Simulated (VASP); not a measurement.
The system is NaCl.

```
Na Cl
1.0
     0.00000    2.80273    2.80273
     2.80273    0.00000    2.80273
     2.80273    2.80273    0.00000
Na Cl
1 1
Cartesian
  0.0000 0.0000 0.0000
  2.8027 2.8027 2.8027
```

Base run:

```yaml
Program: VASP 6.6.1
Functional: PBE0
Potentials_or_basis: VASP PAW PBE potentials, release 64 (Na_pv, Cl)
Cutoff: 520 eV
k_mesh: 6 × 6 × 6
Occupations: gaussian, width 0.01 eV
Spin: no spin polarisation
```

Its results: band gap on the k mesh 7.28 eV, direct; pressure 0.6 GPa.

Problem. The run is repeated on the same cell with these changes: functional from PBE0 to PBE. What comes out?

Solution. Band gap on the k mesh 5.18 eV, direct; pressure 1.2 GPa.

PBE0 gives the wider gap, since exact exchange removes part of the self-interaction.

Caveats: the PAW data sets were made with another functional, which shifts forces and pressure a little (some runs).

